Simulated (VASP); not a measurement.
# Ca (Pm-3m) in VASP: further runs

Runs on Ca. Level: PBE. Tasks: relaxation of cell and atoms.

All numbers are computed with VASP 6.6.1; they aren't measurements. Logs are shortened: lines on timing, memory, paths and dates and some standing lists are left out, and cuts for length are marked.

### Step 1. The cell of the first run

The structure is cubic, space group Pm-3m (No. 221). Conventional cell: a = 2.615 Å, b = 2.615 Å, c = 2.615 Å, α = 90.00°, β = 90.00°, γ = 90.00°. Within 3.4 Å of Ca (site symmetry m-3m) lie 6 Ca at 2.62 Å.

### Step 2. Relaxation of cell and atoms, PBE, target pressure 4 GPa, at which the enthalpy is minimised

File INCAR:

```
  PREC = Accurate
  ENCUT = 600
  EDIFF = 1E-7
  ISMEAR = -1
  SIGMA = 0.05
  LREAL = False
  LASPH = True
  NELM = 100
  ALGO = Normal
  ISIF = 3
  LWAVE = False
  LCHARG = False
  GGA = PE
  IBRION = 2
  NSW = 80
  EDIFFG = -0.01
  PSTRESS = 40.0
```

File KPOINTS:

```
regular mesh
0
Gamma
  8 8 8
```

File POSCAR:

```
Ca
1.0
    2.6150000000      0.0000000000      0.0000000000
    0.0000000000      2.6150000000      0.0000000000
    0.0000000000      0.0000000000      2.6150000000
Ca
1
Direct
    0.0000000000      0.0000000000      0.0000000000
```

Potentials or basis: VASP PAW PBE potentials, release 64 (Ca_sv).

Command:

```bash
$ cat potpaw_PBE.64/Ca_sv/POTCAR > POTCAR
$ mpirun -np 1 vasp_std > vasp.out
```

OUTCAR:

```text
PREC = Accurate
   ENCUT = 600
   EDIFF = 1E-7
   ISMEAR = -1
   LREAL = False
   LASPH = True
   NELM = 100
   ISIF = 3
   GGA = PE
   IBRION = 2
   NSW = 80
   EDIFFG = -0.01
   PSTRESS = 40.0

 ion  position               nearest neighbor table
   1  0.000  0.000  0.000-

  LATTYP: Found a simple cubic cell.
 ALAT       =     2.6150000000

  Lattice vectors:

 A1 = (   2.6150000000,   0.0000000000,   0.0000000000)
 A2 = (   0.0000000000,   2.6150000000,   0.0000000000)
 A3 = (   0.0000000000,   0.0000000000,   2.6150000000)

Analysis of symmetry for initial positions (statically):
=====================================================================
 Subroutine PRICEL returns:
 Original cell was already a primitive cell.

 Routine SETGRP: Setting up the symmetry group for a
 simple cubic supercell.

 Subroutine GETGRP returns: Found 48 space group operations
 (whereof 48 operations were pure point group operations)
 out of a pool of 48 trial point group operations.

The static configuration has the point symmetry O_h .

Analysis of symmetry for dynamics (positions and initial velocities):
=====================================================================
 Subroutine PRICEL returns:
 Original cell was already a primitive cell.

 Routine SETGRP: Setting up the symmetry group for a
 simple cubic supercell.

 Subroutine GETGRP returns: Found 48 space group operations
 (whereof 48 operations were pure point group operations)
 out of a pool of 48 trial point group operations.

The dynamic configuration has the point symmetry O_h .

 Subroutine INISYM returns: Found 48 space group operations
 (whereof 48 operations are pure point group operations),
 and found     1 'primitive' translations

----------------------------------------------------------------------------------------

                                     Primitive cell

  volume of cell :      17.8820

  direct lattice vectors                    reciprocal lattice vectors
     2.615000000  0.000000000  0.000000000     0.382409178  0.000000000  0.000000000
     0.000000000  2.615000000  0.000000000     0.000000000  0.382409178  0.000000000
     0.000000000  0.000000000  2.615000000     0.000000000  0.000000000  0.382409178

  length of vectors
     2.615000000  2.615000000  2.615000000     0.382409178  0.382409178  0.382409178

  position of ions in fractional coordinates (direct lattice)
     0.000000000  0.000000000  0.000000000

  ion indices of the primitive-cell ions
   primitive index   ion index
                 1           1

----------------------------------------------------------------------------------------

 KPOINTS: regular mesh

Automatic generation of k-mesh.
 Grid dimensions read from file:
 generate k-points for:    8    8    8

 Generating k-lattice:

  Cartesian coordinates                     Fractional coordinates (reciprocal lattice)
     0.047801147  0.000000000  0.000000000     0.125000000  0.000000000  0.000000000
     0.000000000  0.047801147  0.000000000     0.000000000  0.125000000  0.000000000
     0.000000000  0.000000000  0.047801147     0.000000000  0.000000000  0.125000000

  Length of vectors
     0.047801147  0.047801147  0.047801147

  Shift w.r.t. Gamma in fractional coordinates (k-lattice)
     0.000000000  0.000000000  0.000000000

 Subroutine IBZKPT returns following result:
 ===========================================

 Found     35 irreducible k-points:

 Following reciprocal coordinates:
            Coordinates               Weight
  0.000000  0.000000  0.000000      1.000000
  0.125000  0.000000  0.000000      6.000000
  0.250000  0.000000  0.000000      6.000000
  0.375000  0.000000  0.000000      6.000000
  0.500000  0.000000  0.000000      3.000000
  0.125000  0.125000  0.000000     12.000000
[... 16 lines left out ...]
  0.375000  0.375000  0.125000     24.000000
  0.500000  0.375000  0.125000     24.000000
 [... further k-points ...]
   k-points           NKPTS =     35   k-points in BZ     NKDIM =     35   number of bands    NBANDS=      9
   number of dos      NEDOS =    301   number of ions     NIONS =      1
   total plane-waves  NPLWV =  13824
   dimension x,y,z NGX =    24 NGY =   24 NGZ =   24
   dimension x,y,z NGXF=    48 NGYF=   48 NGZF=   48
   ions per type =               1
   NGX,Y,Z   is equivalent  to a cutoff of  15.26, 15.26, 15.26 a.u.
   NGXF,Y,Z  is equivalent  to a cutoff of  30.52, 30.52, 30.52 a.u.
 SYSTEM =  unknown system
   PREC   = accura    normal or accurate (medium, high low for compatibility)
   ISTART =      0    job   : 0-new  1-cont  2-samecut
   ICHARG =      2    charge: 1-file 2-atom 10-const
   ISPIN  =      1    spin polarized calculation?
   LNONCOLLINEAR =      F non collinear calculations
   LSORBIT =      F    spin-orbit coupling
   LASPH  =      T    aspherical Exc in radial PAW
   ENCUT  =  600.0 eV  44.10 Ry    6.64 a.u.   5.22  5.22  5.22*2*pi/ulx,y,z
   NELM   =    100;   NELMIN=  2; NELMDL= -5     # of ELM steps
   EDIFF  = 0.1E-06   stopping-criterion for ELM
   LREAL  =      F    real-space projection
   EDIFFG = -.1E-01   stopping-criterion for IOM
   NSW    =     80    number of steps for IOM
   IBRION =      2    ionic relax: 0-MD 1-quasi-New 2-CG
   NFREE  =      1    steps in history (QN), initial steepest desc. (CG)
   ISIF   =      3    stress and relaxation
   ISYM   =      2    0-nonsym 1-usesym 2-fastsym
   POTIM  = 0.5000    time-step for ionic-motion
   TEBEG  =    0.0;   TEEND  =   0.0 temperature during run
   PSTRESS=   40.0 pullay stress
   NELECT =      10.0000    total number of electrons
   NUPDOWN=      -1.0000    fix difference up-down
   EMIN   =  10.00;   EMAX   =-10.00  energy-range for DOS
   EFERMI =   0.00;   METHOD = LEGACY
   ISMEAR =    -1;   SIGMA  =   0.05  broadening in eV -4-tet -1-fermi 0-gaus
   EFERMI_NEDOS =   21; number of points for ismear=-14 and -15
   IALGO  =     38    algorithm
   IMIX   =      4    mixing-type and parameters
     AMIX     =   0.40;   BMIX     =  1.00
     AMIX_MAG =   1.60;   BMIX_MAG =  1.00
  volume/ion in A,a.u.               =      17.88       120.67
  Fermi-wavevector in a.u.,A,eV,Ry     =   1.348766  2.548797 24.751291  1.819169
  Thomas-Fermi vector in A             =   2.476408
   LORBIT       =      0    0 simple, 1 ext, 2 COOP (PROOUT), +10 PAW based schemes
   GGA     = PE    functional components
   LHFCALC =     F    Hartree Fock is set to
   AEXX    =    0.0000 exact exchange contribution
   IVDW    =     0    specifies the selected vdW correction
   LEPSILON=     F    determine dielectric tensor
   LRPA    =     F    only Hartree local field effects (RPA)
 conjugate gradient relaxation of ions
 non-spin polarized calculation
  energy-cutoff  :      600.00
  volume of cell :       17.88
 maximum number of plane-waves:       624
 NGX is ok and might be reduce to    24
   NGX = 11   NGY = 11   NGZ = 11

--------------------------------------- Ionic step        1  -------------------------------------------

 number of electron      10.0000000 magnetization

 Free energy of the ion-electron system (eV)
  ---------------------------------------------------
  ext. energy  EPLUGINS =         0.00000000
  ---------------------------------------------------
  free energy    TOTEN  =         0.21109676 eV

  energy without entropy =        0.21475359  energy(sigma->0) =        0.21292518

 E-fermi :   6.5844     XC(G=0): -10.9676

 val. band max:        6.5710362676   @ k =   0.5000   0.0000   0.0000
 cond. band min:       6.6981114922   @ k =   0.5000   0.1250   0.1250
 fundamental gap:      0.1270752246
 Fermi energy:         6.5844191146

 k-point     1 :       0.0000    0.0000    0.0000
  band No.  band energies     occupation
      1     -35.0076      2.00000
      2     -14.6425      2.00000
      3     -14.6425      2.00000
      4     -14.6425      2.00000
      5       2.2985      2.00000
      6       6.5619      1.22113
      7       6.5619      1.22113
      8      14.4124      0.00000
      9      14.4124      0.00000

 k-point     2 :       0.1250    0.0000    0.0000
  band No.  band energies     occupation
      1     -34.9446      2.00000
      2     -15.0507      2.00000
      3     -14.6074      2.00000
      4     -14.6074      2.00000
      5       2.7837      2.00000
      6       6.7120      0.14453
      7       7.0710      0.00012
      8      13.7634      0.00000
      9      13.7634      0.00000
[... 368 lines left out ...]
  FREE ENERGIE OF THE ION-ELECTRON SYSTEM (eV)
  ---------------------------------------------------
  free  energy   TOTEN  =        -1.4200995592 eV

  energy  without entropy=       -1.4173609419  energy(sigma->0) =       -1.41873025

  enthalpy is  TOTEN    =        -0.5881952537 eV   P V=        0.8319043055

--------------------------------------- Ionic step        4  -------------------------------------------

 number of electron      10.0000001 magnetization

 Free energy of the ion-electron system (eV)
  ---------------------------------------------------
  ext. energy  EPLUGINS =         0.00000000
  ---------------------------------------------------
  free energy    TOTEN  =        -1.43679450 eV

  energy without entropy =       -1.43365327  energy(sigma->0) =       -1.43522389

 E-fermi :   2.6976     XC(G=0):  -8.4175

 val. band max:        2.5603467993   @ k =   0.5000   0.3750   0.2500
 cond. band min:       2.7885784104   @ k =   0.3750   0.3750   0.3750
 fundamental gap:      0.2282316110
 Fermi energy:         2.6975502756

 k-point     1 :       0.0000    0.0000    0.0000
  band No.  band energies     occupation
      1     -39.0300      2.00000
      2     -19.8239      2.00000
      3     -19.8239      2.00000
      4     -19.8239      2.00000
      5      -1.3737      2.00000
      6       3.5559      0.00000
      7       3.5559      0.00000
      8       7.7173      0.00000
      9       7.7173      0.00000

 k-point     2 :       0.1250    0.0000    0.0000
  band No.  band energies     occupation
      1     -39.0229      2.00000
      2     -19.8923      2.00000
      3     -19.8181      2.00000
      4     -19.8181      2.00000
      5      -1.1043      2.00000
      6       3.6398      0.00000
      7       3.6777      0.00000
      8       7.4039      0.00000
      9       7.4039      0.00000
[... 286 lines left out ...]
 POSITION                                       TOTAL-FORCE (eV/Angst)
 -----------------------------------------------------------------------------------
      0.00000      0.00000      0.00000        -0.000000     -0.000000      0.000000
 -----------------------------------------------------------------------------------
    total drift:                                0.000000     -0.000000      0.000000

  FREE ENERGIE OF THE ION-ELECTRON SYSTEM (eV)
  ---------------------------------------------------
  free  energy   TOTEN  =        -1.4367945016 eV

  energy  without entropy=       -1.4336532720  energy(sigma->0) =       -1.43522389

  enthalpy is  TOTEN    =        -0.5892607748 eV   P V=        0.8475337268

 reached required accuracy - stopping structural energy minimisation
```

Run time: 10 s. Hardware: 1 thread of Intel Xeon 6975P-C (Granite Rapids), shared host; peak memory 0.14 GiB.

Results:

```
Free energy                                            : -1.4368 eV
Relaxed volume                                         : 33.95 Å³/atom
Relaxed cell                                           : a = 3.238 Å, b = 3.238 Å, c = 3.238 Å, α = 90.00°, β = 90.00°, γ = 90.00°
Space group after relaxing (to 0.05 Å)                 : Pm-3m (No. 221)
Energy change on relaxing (the enthalpy is what falls) : -1647.9 meV/atom
Ionic steps                                            : 4
Pressure after relaxing                                : 4.0 GPa
Band gap on the k mesh                                 : zero (band 5 reaches 3.31 eV, above the bottom of band 6 at 2.40 eV)
```

Step by step:
```
step  energy change (eV)  largest force (eV/Å)  pressure (GPa)  volume (Å³)
   1              0.0000                0.0000           42.08        17.88
   2             -1.5623                0.0000            6.41        31.29
   3             -1.6312                0.0000            4.52        33.32
   4             -1.6479                0.0000            4.03        33.95
```

Final structure:
```cif
data_structure
_symmetry_space_group_name_H-M 'P 1'
_symmetry_Int_Tables_number 1
_cell_length_a 3.2379
_cell_length_b 3.2379
_cell_length_c 3.2379
_cell_angle_alpha 90.000
_cell_angle_beta 90.000
_cell_angle_gamma 90.000
_cell_volume 33.95
loop_
_atom_site_label
_atom_site_type_symbol
_atom_site_fract_x
_atom_site_fract_y
_atom_site_fract_z
_atom_site_occupancy
Ca1 Ca 0.00000 0.00000 0.00000 1
```

Caveat: the cell is relaxed towards a set pressure, so the enthalpy falls and the energy may rise; the volume moved by over 15 % at a fixed basis, so the end points are rough.

[end of part 1 of 2]
